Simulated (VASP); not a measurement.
Crystal: AlP.

```
CELL_PARAMETERS angstrom
0.00000 2.72550 2.72550
2.72550 0.00000 2.72550
2.72550 2.72550 0.00000
ATOMIC_POSITIONS crystal
Al 0.00000 0.00000 0.00000
P 0.75000 0.75000 0.75000
```

```yaml
Program: VASP 6.6.1
Task: relaxation of cell and atoms
Functional: PBE
Potentials_or_basis: VASP PAW PBE potentials, release 64 (Al, P)
Cutoff: 500 eV
k_mesh: 8 × 8 × 8
Occupations: gaussian, width 0.02 eV
Spin: no spin polarisation
```

At the start: pressure 2.6 GPa; volume 20.25 Å³/atom.

How do energy, volume and symmetry change on relaxing?

Over 3 steps the energy falls by 4.9 meV/atom and the volume is 20.86 Å³/atom (+3.0 %); space group F-43m (No. 216, to 0.05 Å).

The path:
```csv
step,energy change (eV),largest force (eV/Å),pressure (GPa),volume (Å³)
1,0.0000,0.0000,2.64,40.49
2,-0.0064,0.0000,-1.43,42.48
3,-0.0098,0.0000,0.00,41.72
```

Final structure:
```
Al P
1.0
     0.00000    2.75278    2.75278
     2.75278    0.00000    2.75278
     2.75278    2.75278    0.00000
Al P
1 1
Cartesian
  0.0000 0.0000 0.0000
  4.1292 4.1292 4.1292
```
